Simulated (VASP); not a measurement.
# Re (P6_3/mmc) in VASP: a series of runs, part 3 of 3

VASP 6.6.1.

## Step 5: Relaxation of cell and atoms, PBE

This run uses another cell than the first one, of 14.71 Å³/atom, 1.081 times its volume.

INCAR

```
SYSTEM = Re
  ALGO = Fast
  EDIFF = 1E-6
  EDIFFG = -0.005
  ENCUT = 600
  GGA = PE
  IBRION = 2
  ISIF = 3
  ISMEAR = 0
  LASPH = .True.
  LCHARG = .False.
  LREAL = .False.
  LWAVE = .False.
  NELM = 80
  NSW = 100
  PREC = Accurate
  SIGMA = 0.1
```

KPOINTS

```
k-points
0
Gamma
  18 18 10
  0 0 0
```

POSCAR

```
Re
1.0
    2.7608000000      0.0000000000      0.0000000000
   -1.3804000000      2.3909229348      0.0000000000
    0.0000000000      0.0000000000      4.4582000000
Re
2
Direct
    0.3333333333      0.6666666667      0.2500000000
    0.6666666667      0.3333333333      0.7500000000
```

Potentials or basis: VASP PAW PBE potentials, release 64 (Re).

Started as:

```
$ cat potpaw_PBE.64/Re/POTCAR > POTCAR
$ mpirun -np 1 vasp_std > vasp.out
```

OUTCAR:

```text
SYSTEM = Re
   EDIFF = 1E-6
   EDIFFG = -0.005
   ENCUT = 600
   GGA = PE
   IBRION = 2
   ISIF = 3
   ISMEAR = 0
   LASPH = .True.
   LREAL = .False.
   NELM = 80
   NSW = 100
   PREC = Accurate

 ion  position               nearest neighbor table
   1  0.333  0.667  0.250-   2 2.74   2 2.74   2 2.74   2 2.74   2 2.74   2 2.74
   2  0.667  0.333  0.750-   1 2.74   1 2.74   1 2.74   1 2.74   1 2.74   1 2.74

  LATTYP: Found a hexagonal cell.
 ALAT       =     2.7608000000
 C/A-ratio  =     1.6148217908

  Lattice vectors:

 A1 = (   2.7608000000,   0.0000000000,   0.0000000000)
 A2 = (  -1.3804000000,   2.3909229348,   0.0000000000)
 A3 = (   0.0000000000,   0.0000000000,   4.4582000000)

Analysis of symmetry for initial positions (statically):
=====================================================================
 Subroutine PRICEL returns:
 Original cell was already a primitive cell.

 Routine SETGRP: Setting up the symmetry group for a
 hexagonal supercell.

 Subroutine GETGRP returns: Found 24 space group operations
 (whereof 12 operations were pure point group operations)
 out of a pool of 24 trial point group operations.

The static configuration has the point symmetry D_3d.
 The point group associated with its full space group is D_6h.

Analysis of symmetry for dynamics (positions and initial velocities):
=====================================================================
 Subroutine PRICEL returns:
 Original cell was already a primitive cell.

 Routine SETGRP: Setting up the symmetry group for a
 hexagonal supercell.

 Subroutine GETGRP returns: Found 24 space group operations
 (whereof 12 operations were pure point group operations)
 out of a pool of 24 trial point group operations.

The dynamic configuration has the point symmetry D_3d.
 The point group associated with its full space group is D_6h.

 Subroutine INISYM returns: Found 24 space group operations
 (whereof 12 operations are pure point group operations),
 and found     1 'primitive' translations

----------------------------------------------------------------------------------------

                                     Primitive cell

  volume of cell :      29.4280

  direct lattice vectors                    reciprocal lattice vectors
     2.760800000  0.000000000  0.000000000     0.362213851  0.209124264  0.000000000
    -1.380400000  2.390922935  0.000000000     0.000000000  0.418248529  0.000000000
     0.000000000  0.000000000  4.458200000     0.000000000  0.000000000  0.224305774

  length of vectors
     2.760800000  2.760800000  4.458200000     0.418248529  0.418248529  0.224305774

  position of ions in fractional coordinates (direct lattice)
     0.333333333  0.666666667  0.250000000
     0.666666667  0.333333333  0.750000000

  ion indices of the primitive-cell ions
   primitive index   ion index
                 1           1
                 2           2

----------------------------------------------------------------------------------------

 KPOINTS: k-points

Automatic generation of k-mesh.
 Grid dimensions read from file:
 generate k-points for:   18   18   10

 Generating k-lattice:

[... 61 lines left out ...]
   EDIFF  = 0.1E-05   stopping-criterion for ELM
   LREAL  =      F    real-space projection
   EDIFFG = -.5E-02   stopping-criterion for IOM
   NSW    =    100    number of steps for IOM
   IBRION =      2    ionic relax: 0-MD 1-quasi-New 2-CG
   NFREE  =      1    steps in history (QN), initial steepest desc. (CG)
   ISIF   =      3    stress and relaxation
   ISYM   =      2    0-nonsym 1-usesym 2-fastsym
   POTIM  = 0.5000    time-step for ionic-motion
   TEBEG  =    0.0;   TEEND  =   0.0 temperature during run
   PSTRESS=    0.0 pullay stress
   NELECT =      14.0000    total number of electrons
   NUPDOWN=      -1.0000    fix difference up-down
   EMIN   =  10.00;   EMAX   =-10.00  energy-range for DOS
   EFERMI =   0.00;   METHOD = LEGACY
   ISMEAR =     0;   SIGMA  =   0.10  broadening in eV -4-tet -1-fermi 0-gaus
   EFERMI_NEDOS =   21; number of points for ismear=-14 and -15
   IALGO  =     68    algorithm
   IMIX   =      4    mixing-type and parameters
     AMIX     =   0.40;   BMIX     =  1.00
     AMIX_MAG =   1.60;   BMIX_MAG =  1.00
  volume/ion in A,a.u.               =      14.71        99.29
  Fermi-wavevector in a.u.,A,eV,Ry     =   1.278000  2.415070 22.222174  1.633284
  Thomas-Fermi vector in A             =   2.410568
   LORBIT       =      0    0 simple, 1 ext, 2 COOP (PROOUT), +10 PAW based schemes
   GGA     = PE    functional components
   LHFCALC =     F    Hartree Fock is set to
   AEXX    =    0.0000 exact exchange contribution
   IVDW    =     0    specifies the selected vdW correction
   LEPSILON=     F    determine dielectric tensor
   LRPA    =     F    only Hartree local field effects (RPA)
 conjugate gradient relaxation of ions
 non-spin polarized calculation
 RMM-DIIS sequential band-by-band and
 Gauss-broadening in eV      SIGMA  =   0.10
  energy-cutoff  :      600.00
  volume of cell :       29.43
 maximum number of plane-waves:      1014
 NGX is ok and might be reduce to    24
   NGX = 11   NGY = 11   NGZ = 17

--------------------------------------- Ionic step        1  -------------------------------------------

 number of electron      14.0000000 magnetization

 Free energy of the ion-electron system (eV)
  ---------------------------------------------------
  ext. energy  EPLUGINS =         0.00000000
  ---------------------------------------------------
  free energy    TOTEN  =       -24.84895682 eV

  energy without entropy =      -24.84067961  energy(sigma->0) =      -24.84481822

------------------------ aborting loop because EDIFF is reached ----------------------------------------

  FORCE on cell =-STRESS in cart. coord.  units (eV):
  Direction    XX          YY          ZZ          XY          YZ          ZX
  --------------------------------------------------------------------------------------
  -------------------------------------------------------------------------------------
  Total        1.0320022      1.0320022      1.0737385      0.0000000      0.0000000      0.0000000
  in kB       56.1863912     56.1863912     58.4586825      0.0000000      0.0000000      0.0000000
  external PRESSURE =      56.9438216 kB  Pullay stress =       0.0000000 kB
[... 89 lines left out ...]
  FREE ENERGIE OF THE ION-ELECTRON SYSTEM (eV)
  ---------------------------------------------------
  free  energy   TOTEN  =       -24.8566206602 eV

  energy  without entropy=      -24.8482168447  energy(sigma->0) =      -24.85241875

[... ionic steps 4 to 22 ...]

--------------------------------------- Ionic step       23  -------------------------------------------

 number of electron      14.0000000 magnetization

------------------------ aborting loop because EDIFF is reached ----------------------------------------
[... 67 lines left out ...]
--------------------------------------- Ionic step       25  -------------------------------------------

 number of electron      14.0000000 magnetization

 Free energy of the ion-electron system (eV)
  ---------------------------------------------------
  ext. energy  EPLUGINS =         0.00000000
  ---------------------------------------------------
  free energy    TOTEN  =       -24.85662617 eV

  energy without entropy =      -24.84823111  energy(sigma->0) =      -24.85242864

 E-fermi :   7.6859     XC(G=0): -13.6480

 val. band max:        7.6815486402   @ k =   0.1667   0.0556   0.1000
 cond. band min:       7.6932501649   @ k =   0.3333   0.1667   0.4000
 fundamental gap:      0.0117015247
 Fermi energy:         7.6859399389

 k-point     1 :       0.0000    0.0000    0.0000
  band No.  band energies     occupation
      1      -2.0615      2.00000
      2       1.1874      2.00000
      3       6.1553      2.00000
      4       6.1617      2.00000
      5       6.1617      2.00000
      6       6.9770      2.00000
      7       6.9770      2.00000
      8       7.8903      0.00385
      9       7.8903      0.00385
     10       8.2850      0.00000
     11      10.9957      0.00000
[... 309 lines left out ...]
 k-point    24 :       0.3889    0.1111    0.0000
  band No.  band energies     occupation
      1       2.2088      2.00000
      2       2.3516      2.00000
      3       2.6793      2.00000
      4       5.4313      2.00000
      5       5.6645      2.00000
      6       6.3448      2.00000
      7       7.0823      2.00000
      8      10.8336      0.00000
      9      11.4196      0.00000
     10      11.6943      0.00000
     11      13.2134      0.00000

 [... further k-points ...]
[... 5 lines left out ...]
  --------------------------------------------------------------------------------------
  -------------------------------------------------------------------------------------
  Total       -0.0079577     -0.0079577     -0.0069917     -0.0000000     -0.0000000      0.0000000
  in kB       -0.4268138     -0.4268138     -0.3750052     -0.0000000     -0.0000000      0.0000000
  external PRESSURE =      -0.4095443 kB  Pullay stress =       0.0000000 kB
[... 17 lines left out ...]
  FREE ENERGIE OF THE ION-ELECTRON SYSTEM (eV)
  ---------------------------------------------------
  free  energy   TOTEN  =       -24.8566261660 eV

  energy  without entropy=      -24.8482311105  energy(sigma->0) =      -24.85242864

 reached required accuracy - stopping structural energy minimisation
```

CONTCAR:

```text
Re
   1.00000000000000
     2.7742591834988306   -0.0000000000000000   -0.0000000000000000
    -1.3871295917494153    2.4025789296246507   -0.0000000000000000
    -0.0000000000000000   -0.0000000000000000    4.4816107608237035
  Re
     2
Direct
     0.3333333332999970    0.6666666667000030    0.2500000000000000
     0.6666666667000030    0.3333333332999970    0.7500000000000000

  0.00000000E+00  0.00000000E+00  0.00000000E+00
  0.00000000E+00  0.00000000E+00  0.00000000E+00
```

It took 13 min on 1 thread of Oxide Virtual Turin-like, shared host; peak memory 0.2 GiB.

What came out:

```yaml
Free_energy: -24.8566 eV
Relaxed_volume: 14.94 Å³/atom
Relaxed_cell: a = 2.774 Å, b = 2.774 Å, c = 4.482 Å, α = 90.00°, β = 90.00°, γ = 120.00°
Space_group_after_relaxing_to_0.05_Å: P6_3/mmc (No. 194)
Energy_gained_by_relaxing: 3.8 meV/atom
Ionic_steps: 25
Pressure_after_relaxing: 0.0 GPa
Band_gap_on_the_k_mesh: zero (band 7 reaches 9.12 eV, above the bottom of band 8 at 6.03 eV)
```

Step by step:
```
step  energy change (eV)  largest force (eV/Å)  pressure (GPa)  volume (Å³)
   1              0.0000                0.0000            5.69        29.43
   2              0.1114                0.0000          -19.50        31.71
   3             -0.0077                0.0000           -0.11        29.88
   4             -0.0077                0.0000           -0.03        29.87
   5             -0.0077                0.0000            0.01        29.86
   6             -0.0077                0.0000            0.11        29.86
   7             -0.0077                0.0000            0.10        29.86
   8             -0.0077                0.0000            0.12        29.86
   9             -0.0077                0.0000            0.10        29.86
  10             -0.0077                0.0000            0.10        29.86
  11             -0.0077                0.0000            0.05        29.86
  12             -0.0077                0.0000            0.04        29.87
  13             -0.0077                0.0000           -0.06        29.88
  14             -0.0077                0.0000           -0.10        29.87
  15             -0.0077                0.0000           -0.04        29.87
  16             -0.0077                0.0000           -0.03        29.87
  17             -0.0077                0.0000           -0.03        29.87
  18             -0.0077                0.0000           -0.04        29.87
  19             -0.0077                0.0000           -0.02        29.86
  20             -0.0077                0.0000            0.16        29.85
  21             -0.0077                0.0000            0.20        29.86
  22             -0.0077                0.0000            0.06        29.86
  23             -0.0077                0.0000            0.05        29.86
  24             -0.0077                0.0000            0.07        29.86
  25             -0.0077                0.0000           -0.04        29.87
```

Final structure:
```xyz
2
Lattice="2.7743 0.0000 0.0000 -1.3871 2.4026 0.0000 0.0000 0.0000 4.4816" Properties=species:S:1:pos:R:3 pbc="T T T"
Re    0.0000    1.6017    1.1204
Re    1.3871    0.8009    3.3612
```

Levels at points of the mesh, in eV from the Fermi level:
```csv
k point,band 4,band 5,band 6,band 7,band 8,band 9,band 10,band 11
"(0.00, 0.00, 0.00)",-1.52,-1.52,-0.71,-0.71,0.20,0.20,0.60,3.31
"(0.50, 0.00, 0.00)",-1.87,-1.71,-1.34,-0.58,3.89,4.28,4.41,5.94
"(0.00, 0.00, 0.50)",-2.32,-1.65,-1.65,-1.65,-1.65,2.51,2.51,2.51
"(0.50, 0.00, 0.50)",-3.99,0.41,0.41,0.91,0.91,4.20,4.20,4.69
```

Caveat: spin-orbit coupling is left out, which moves the levels of the heavy elements.

## Step 6: Relaxation of shape and atoms at fixed volume, PBE (volume scaled by 1.03)

INCAR

```
ALGO = Fast ; EDIFF = 1E-6
EDIFFG = -0.01 ; ENCUT = 600
GGA = PE ; IBRION = 2
ISIF = 4 ; ISMEAR = 0
LASPH = True ; LCHARG = False
LREAL = False ; LWAVE = False
NELM = 100 ; NSW = 50
PREC = Accurate ; SIGMA = 0.1
```

KPOINTS

```
k-points
0
Gamma
  18 18 10
```

POSCAR

```
Re
1.0
    2.8023629994      0.0000000000      0.0000000000
   -1.4011814997      2.4269175481      0.0000000000
    0.0000000000      0.0000000000      4.5285281300
Re
2
Direct
    0.3333333333      0.6666666667      0.2500000000
    0.6666666667      0.3333333333      0.7500000000
```

Potentials or basis: VASP PAW PBE potentials, release 64 (Re).

Started as:

```
$ cat potpaw_PBE.64/Re/POTCAR > POTCAR
$ mpirun -np 1 vasp_std > vasp.out
```

It took 3.6 min on 1 thread of Oxide Virtual Turin-like, shared host; peak memory 0.19 GiB.

The run converged. Its results:

| Property | Result |
| --- | --- |
| Free energy | -24.8250 eV |
| Energy gained by relaxing | 0.0 meV/atom |
| Ionic steps | 3 |
| Pressure after relaxing | -10.7 GPa |
| Band gap on the k mesh | zero (band 7 reaches 8.67 eV, above the bottom of band 8 at 5.74 eV) |

Stress tensor (GPa, compression positive):
```
-10.71   0.00   0.00
  0.00 -10.71   0.00
  0.00   0.00 -10.60
```

Final structure:
```cif
data_structure
_symmetry_space_group_name_H-M 'P 1'
_symmetry_Int_Tables_number 1
_cell_length_a 2.8030
_cell_length_b 2.8030
_cell_length_c 4.5264
_cell_angle_alpha 90.000
_cell_angle_beta 90.000
_cell_angle_gamma 120.000
_cell_volume 30.80
loop_
_atom_site_label
_atom_site_type_symbol
_atom_site_fract_x
_atom_site_fract_y
_atom_site_fract_z
_atom_site_occupancy
Re1 Re 0.33333 0.66667 0.25000 1
Re2 Re 0.66667 0.33333 0.75000 1
```

Levels at points of the mesh, in eV from the Fermi level:
| k point | band 3 | band 4 | band 5 | band 6 | band 7 | band 8 | band 9 | band 10 | band 11 |
| --- | --- | --- | --- | --- | --- | --- | --- | --- | --- |
| (0.00, 0.00, 0.00) | -1.45 | -1.45 | -1.45 | -0.67 | -0.67 | 0.20 | 0.20 | 0.55 | 3.17 |
| (0.50, 0.00, 0.00) | -4.91 | -1.78 | -1.70 | -1.29 | -0.56 | 3.71 | 4.08 | 4.20 | 5.69 |
| (0.00, 0.00, 0.50) | -2.23 | -2.23 | -1.57 | -1.57 | -1.57 | -1.57 | 2.39 | 2.39 | 2.39 |
| (0.50, 0.00, 0.50) | -3.81 | -3.81 | 0.40 | 0.40 | 0.85 | 0.85 | 4.00 | 4.02 | 4.49 |

Caveat: the cell differs from its parent crystal (volume scaled by 1.03); spin-orbit coupling is left out, which moves the levels of the heavy elements.

## Step 7: Overview

```tsv
task	cell	gap on the mesh (eV)	pressure (GPa)
relaxation of shape and atoms at fixed volume	relaxed from a = 2.689, b = 2.689, c = 4.345 Å, angles 90.0, 90.0, 120.0°, 2 atoms	none	42.7
relaxation of shape and atoms at fixed volume	relaxed from a = 2.718, b = 2.718, c = 4.393 Å, angles 90.0, 90.0, 120.0°, 2 atoms	none	25.9
relaxation of shape and atoms at fixed volume	relaxed from a = 2.747, b = 2.747, c = 4.439 Å, angles 90.0, 90.0, 120.0°, 2 atoms	none	11.7
relaxation of cell and atoms	relaxed from a = 2.761, b = 2.761, c = 4.458 Å, angles 90.0, 90.0, 120.0°, 2 atoms	none	0.0
relaxation of shape and atoms at fixed volume	relaxed from a = 2.802, b = 2.802, c = 4.529 Å, angles 90.0, 90.0, 120.0°, 2 atoms	none	-10.7
```

Alike in all rows: level PBE; potentials or basis VASP PAW PBE potentials, release 64 (Re); no spin polarisation; k mesh 18 × 18 × 10; cutoff (eV) 600; smearing gaussian 0.1 eV.

Caveats: spin-orbit coupling is left out, which moves the levels of the heavy elements; the relaxation stopped at its first step, so nothing moved (some runs).

Absolute energies hang on the potentials; compare differences alone.
